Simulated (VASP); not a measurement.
# PbO (Pmm2) in VASP: single point with r2SCAN

Aim: the single point of PbO with r2SCAN.

Program: VASP 6.6.1. These are calculated values, not measurements. Logs are shortened: lines on timing, memory, paths and dates and some standing lists are left out, and cuts for length are marked.

### Step 1. The cell of the first run

The structure is orthorhombic, space group Pmm2 (No. 25). The conventional cell has a = 3.988 Å, b = 3.988 Å, c = 5.346 Å, α = 90.00°, β = 90.00°, γ = 90.00°. Within 2.9 Å of Pb (site symmetry mm2) lie 4 O at 2.23 to 2.32 Å. Pb (site symmetry mm2) has 4 O at 2.32 to 2.43 Å within 3.1 Å. O (site symmetry mm2) has 4 Pb at 2.23 to 2.43 Å and 4 O at 2.83 Å within 2.9 Å. Within 3.1 Å of O (site symmetry mm2) lie 4 Pb at 2.32 Å and 4 O at 2.83 Å.

### Step 2. Single point, r2SCAN (atom 3 (O) moved 0.2 Å along z)

POSCAR reads:

```
PbO
1.0
    3.9875573859      0.0000000000      0.0000000000
    0.0000000000      3.9875573859      0.0000000000
    0.0000000000      0.0000000000      5.3455961269
Pb O
2 2
Direct
    0.5000000000      0.0000000000      0.2222475185
    0.0000000000      0.5000000000      0.7777524815
    0.0000000000      0.0000000000      0.0374139750
    0.5000000000      0.5000000000      0.0000000000
```

INCAR.step1 reads:

```
SYSTEM = PbO
  PREC = Accurate
  ENCUT = 520
  ISMEAR = 0
  SIGMA = 0.05
  LREAL = .False.
  LASPH = .True.
  NELM = 100
  NBANDS = 28
  GGA = PE
  ALGO = Normal
  EDIFF = 1E-4
  LWAVE = .True.
  LCHARG = .False.
```

INCAR.step2 reads:

```
SYSTEM = PbO
  PREC = Accurate
  ENCUT = 520
  EDIFF = 1E-6
  ISMEAR = 0
  SIGMA = 0.05
  LREAL = .False.
  LASPH = .True.
  NELM = 100
  ALGO = Normal
  ISIF = 2
  LWAVE = .False.
  LCHARG = .False.
  METAGGA = R2SCAN
  LMIXTAU = .True.
  NBANDS = 28
  ISTART = 1
```

KPOINTS reads:

```
Automatic mesh
0
Gamma
  6 6 4
  0 0 0
```

Potentials or basis: VASP PAW PBE potentials, release 64 (Pb_d, O).

Started as:

```sh
cat potpaw_PBE.64/Pb_d/POTCAR potpaw_PBE.64/O/POTCAR > POTCAR
cp INCAR.step1 INCAR
mpirun -np 1 vasp_std > vasp.out
cp INCAR.step2 INCAR
mpirun -np 1 vasp_std > vasp.out
```

OUTCAR:

```text
SYSTEM = PbO
   PREC = Accurate
   ENCUT = 520
   EDIFF = 1E-6
   ISMEAR = 0
   LREAL = .False.
   LASPH = .True.
   NELM = 100
   ISIF = 2
   METAGGA = R2SCAN
   ISTART = 1

 ion  position               nearest neighbor table
   1  0.500  0.000  0.222-   3 2.23   3 2.23   4 2.32   4 2.32   2 3.69   2 3.69   2 3.69   2 3.69
                             2 4.09   2 4.09   2 4.09   2 4.09
   2  0.000  0.500  0.778-   4 2.32   4 2.32   3 2.43   3 2.43   1 3.69   1 3.69   1 3.69   1 3.69
                             1 4.09   1 4.09   1 4.09   1 4.09
   3  0.000  0.000  0.037-   1 2.23   1 2.23   2 2.43   2 2.43
   4  0.500  0.500  0.000-   1 2.32   2 2.32   1 2.32   2 2.32

  LATTYP: Found a simple tetragonal cell.
 ALAT       =     3.9875573859
 C/A-ratio  =     1.3405690777

  Lattice vectors:

 A1 = (   3.9875573859,   0.0000000000,   0.0000000000)
 A2 = (   0.0000000000,   3.9875573859,   0.0000000000)
 A3 = (   0.0000000000,   0.0000000000,   5.3455961269)

Analysis of symmetry for initial positions (statically):
=====================================================================
 Subroutine PRICEL returns:
 Original cell was already a primitive cell.

 Routine SETGRP: Setting up the symmetry group for a
 simple tetragonal supercell.

 Subroutine GETGRP returns: Found  4 space group operations
 (whereof  4 operations were pure point group operations)
 out of a pool of 16 trial point group operations.

The static configuration has the point symmetry C_2v.

Analysis of symmetry for dynamics (positions and initial velocities):
=====================================================================
 Subroutine PRICEL returns:
 Original cell was already a primitive cell.

 Routine SETGRP: Setting up the symmetry group for a
 simple tetragonal supercell.

 Subroutine GETGRP returns: Found  4 space group operations
 (whereof  4 operations were pure point group operations)
 out of a pool of 16 trial point group operations.

The dynamic configuration has the point symmetry C_2v.

 Subroutine INISYM returns: Found  4 space group operations
 (whereof  4 operations are pure point group operations),
 and found     1 'primitive' translations

----------------------------------------------------------------------------------------

                                     Primitive cell

[... 92 lines left out ...]
   ENCUT  =  520.0 eV  38.22 Ry    6.18 a.u.   7.41  7.41  9.94*2*pi/ulx,y,z
   NELM   =    100;   NELMIN=  2; NELMDL=  0     # of ELM steps
   EDIFF  = 0.1E-05   stopping-criterion for ELM
   LREAL  =      F    real-space projection
   EDIFFG = 0.1E-04   stopping-criterion for IOM
   NSW    =      0    number of steps for IOM
   IBRION =     -1    ionic relax: 0-MD 1-quasi-New 2-CG
   NFREE  =      0    steps in history (QN), initial steepest desc. (CG)
   ISIF   =      2    stress and relaxation
   ISYM   =      2    0-nonsym 1-usesym 2-fastsym
   POTIM  = 0.5000    time-step for ionic-motion
   TEBEG  =    0.0;   TEEND  =   0.0 temperature during run
   PSTRESS=    0.0 pullay stress
   NELECT =      40.0000    total number of electrons
   NUPDOWN=      -1.0000    fix difference up-down
   EMIN   =  10.00;   EMAX   =-10.00  energy-range for DOS
   EFERMI =   0.00;   METHOD = LEGACY
   ISMEAR =     0;   SIGMA  =   0.05  broadening in eV -4-tet -1-fermi 0-gaus
   EFERMI_NEDOS =   21; number of points for ismear=-14 and -15
   IALGO  =     38    algorithm
   IMIX   =      4    mixing-type and parameters
     AMIX     =   0.40;   BMIX     =  1.00
     AMIX_MAG =   1.60;   BMIX_MAG =  1.00
  volume/ion in A,a.u.               =      21.25       143.40
  Fermi-wavevector in a.u.,A,eV,Ry     =   1.273380  2.406340 22.061814  1.621498
  Thomas-Fermi vector in A             =   2.406207
   LORBIT       =      0    0 simple, 1 ext, 2 COOP (PROOUT), +10 PAW based schemes
   METAGGA = R2SCAN    functional components
   LHFCALC =     F    Hartree Fock is set to
   AEXX    =    0.0000 exact exchange contribution
   IVDW    =     0    specifies the selected vdW correction
   LEPSILON=     F    determine dielectric tensor
   LRPA    =     F    only Hartree local field effects (RPA)
 non-spin polarized calculation
 Gauss-broadening in eV      SIGMA  =   0.05
  energy-cutoff  :      520.00
  volume of cell :       85.00
 maximum number of plane-waves:      2314
 NGX is ok and might be reduce to    30
   NGX = 15   NGY = 15   NGZ = 19

 number of electron      39.9999998 magnetization

 Free energy of the ion-electron system (eV)
  ---------------------------------------------------
  ext. energy  EPLUGINS =         0.00000000
  ---------------------------------------------------
  free energy    TOTEN  =      -129.35871610 eV

  energy without entropy =     -129.35871610  energy(sigma->0) =     -129.35871610

 E-fermi :   4.5187     XC(G=0): -10.0336

 val. band max:        4.2654357310   @ k =   0.0000   0.0000   0.0000
 cond. band min:       6.0289151184   @ k =   0.5000   0.5000   0.0000
 fundamental gap:      1.7634793874
 Fermi energy:         4.5186786076

 k-point     1 :       0.0000    0.0000    0.0000
  band No.  band energies     occupation
      1     -15.1323      2.00000
      2     -14.5379      2.00000
      3     -12.3292      2.00000
      4     -12.3233      2.00000
      5     -12.3027      2.00000
      6     -12.2546      2.00000
[... 733 lines left out ...]
     27      13.7624      0.00000
     28      15.3187      0.00000

 [... further k-points ...]

------------------------ aborting loop because EDIFF is reached ----------------------------------------

  FORCE on cell =-STRESS in cart. coord.  units (eV):
  Direction    XX          YY          ZZ          XY          YZ          ZX
  --------------------------------------------------------------------------------------
  -------------------------------------------------------------------------------------
  Total        2.3027328     -0.8872648      0.1349600      0.0000000      0.0000000      0.0000000
  in kB       43.4054335    -16.7245244      2.5439331      0.0000000      0.0000000      0.0000000
  external PRESSURE =       9.7416141 kB  Pullay stress =       0.0000000 kB

 VOLUME and BASIS-vectors are now :
 -----------------------------------------------------------------------------
  energy-cutoff  :      520.00
  volume of cell :       85.00
      direct lattice vectors                 reciprocal lattice vectors
     3.987557386  0.000000000  0.000000000     0.250780090  0.000000000  0.000000000
     0.000000000  3.987557386  0.000000000     0.000000000  0.250780090  0.000000000
     0.000000000  0.000000000  5.345596127     0.000000000  0.000000000  0.187069875

 POSITION                                       TOTAL-FORCE (eV/Angst)
 -----------------------------------------------------------------------------------
      1.99378      0.00000      1.18805         0.000000      0.000000      1.193487
      0.00000      1.99378      4.15755         0.000000      0.000000      0.644530
      0.00000      0.00000      0.20000         0.000000      0.000000     -1.618224
      1.99378      1.99378      0.00000         0.000000      0.000000     -0.219793
 -----------------------------------------------------------------------------------
    total drift:                                0.000000      0.000000     -0.000161

  FREE ENERGIE OF THE ION-ELECTRON SYSTEM (eV)
  ---------------------------------------------------
  free  energy   TOTEN  =      -129.3587160987 eV

  energy  without entropy=     -129.3587160987  energy(sigma->0) =     -129.35871610
```

OUTCAR.step1:

```text
SYSTEM = PbO
   PREC = Accurate
   ENCUT = 520
   ISMEAR = 0
   LREAL = .False.
   LASPH = .True.
   NELM = 100
[... 975 lines left out ...]
      0.00000      1.99378      4.15755         0.000000      0.000000      0.315882
      0.00000      0.00000      0.20000         0.000000      0.000000     -1.555181
      1.99378      1.99378      0.00000         0.000000      0.000000     -0.201904
 -----------------------------------------------------------------------------------
    total drift:                                0.000000      0.000000      0.007222

  FREE ENERGIE OF THE ION-ELECTRON SYSTEM (eV)
  ---------------------------------------------------
  free  energy   TOTEN  =       -21.3170206146 eV

  energy  without entropy=      -21.3170206146  energy(sigma->0) =      -21.31702061
```

OSZICAR.step1:

```text
N       E                     dE             d eps       ncg     rms          rms(c)
DAV:   1     0.465741817628E+03    0.46574E+03   -0.19461E+04  2688   0.165E+03
DAV:   2     0.361473538932E+02   -0.42959E+03   -0.41158E+03  2760   0.447E+02
DAV:   3    -0.234380678396E+02   -0.59585E+02   -0.58317E+02  3400   0.184E+02
DAV:   4    -0.260668175316E+02   -0.26287E+01   -0.26195E+01  3124   0.404E+01
DAV:   5    -0.261488540842E+02   -0.82037E-01   -0.82031E-01  3148   0.750E+00    0.125E+01
DAV:   6    -0.215053692998E+02    0.46435E+01   -0.26068E+01  3952   0.414E+01    0.544E+00
DAV:   7    -0.213500834512E+02    0.15529E+00   -0.29724E+00  3296   0.122E+01    0.252E+00
DAV:   8    -0.213243401104E+02    0.25743E-01   -0.52372E-01  3104   0.557E+00    0.785E-01
DAV:   9    -0.213157189491E+02    0.86212E-02   -0.65362E-02  4164   0.222E+00    0.282E-01
DAV:  10    -0.213166413964E+02   -0.92245E-03   -0.98586E-03  3056   0.827E-01    0.117E-01
DAV:  11    -0.213170514890E+02   -0.41009E-03   -0.13206E-03  3120   0.367E-01    0.436E-02
DAV:  12    -0.213170206146E+02    0.30874E-04   -0.36639E-04  2340   0.253E-01
   1 F= -.21317021E+02 E0= -.21317021E+02  d E =-.797662E-12
```

Run time: 12 min. Hardware: 1 thread of Intel Xeon 8259CL, shared host; peak memory 0.25 GiB.

Results:

* Free energy: -129.3587 eV
* Pressure: 1.0 GPa
* Largest force: 1.618 eV/Å
* Band gap on the k mesh: 1.76 eV (least direct gap 2.54 eV)

Forces on the atoms (eV/Å):
```
Pb   0.000  0.000  1.193
Pb   0.000  0.000  0.645
O    0.000  0.000 -1.618
O    0.000  0.000 -0.220
```

Levels at points of the mesh, in eV from the valence-band top:
| k point | band 16 | band 17 | band 18 | band 19 | band 20 | band 21 | band 22 | band 23 | band 24 | band 25 |
| --- | --- | --- | --- | --- | --- | --- | --- | --- | --- | --- |
| (0.00, 0.00, 0.00) | -4.22 | -1.96 | -1.80 | -1.58 | 0.00 | 2.54 | 5.22 | 5.84 | 6.22 | 6.82 |
| (0.50, 0.00, 0.00) | -3.13 | -3.07 | -2.76 | -1.84 | -1.39 | 3.74 | 4.08 | 6.35 | 6.44 | 6.71 |
| (0.00, 0.50, 0.00) | -3.43 | -3.39 | -3.09 | -1.64 | -1.29 | 2.96 | 3.35 | 6.41 | 6.63 | 7.15 |
| (0.50, 0.50, 0.00) | -3.50 | -2.05 | -1.53 | -1.03 | -0.98 | 1.76 | 1.87 | 5.39 | 5.80 | 7.73 |
| (0.00, 0.00, 0.50) | -4.14 | -1.99 | -1.82 | -1.58 | -0.97 | 2.24 | 4.47 | 4.71 | 5.00 | 8.63 |
| (0.50, 0.00, 0.50) | -3.37 | -3.05 | -2.74 | -1.43 | -0.85 | 3.15 | 3.54 | 6.18 | 7.03 | 7.57 |
| (0.00, 0.50, 0.50) | -3.73 | -3.38 | -3.07 | -1.21 | -0.67 | 2.84 | 3.29 | 6.86 | 6.88 | 7.06 |
| (0.50, 0.50, 0.50) | -3.77 | -2.45 | -1.87 | -1.02 | -1.02 | 3.49 | 3.93 | 4.70 | 5.13 | 6.01 |

Caveat: the cell differs from its parent crystal (atom 3 (O) moved 0.2 Å along z); the stress differs along the axes, from -2 to 4 GPa; the PAW data sets were made with another functional, which shifts forces and pressure a little; spin-orbit coupling is left out, which moves the levels of the heavy elements. A k mesh can miss the band edges.
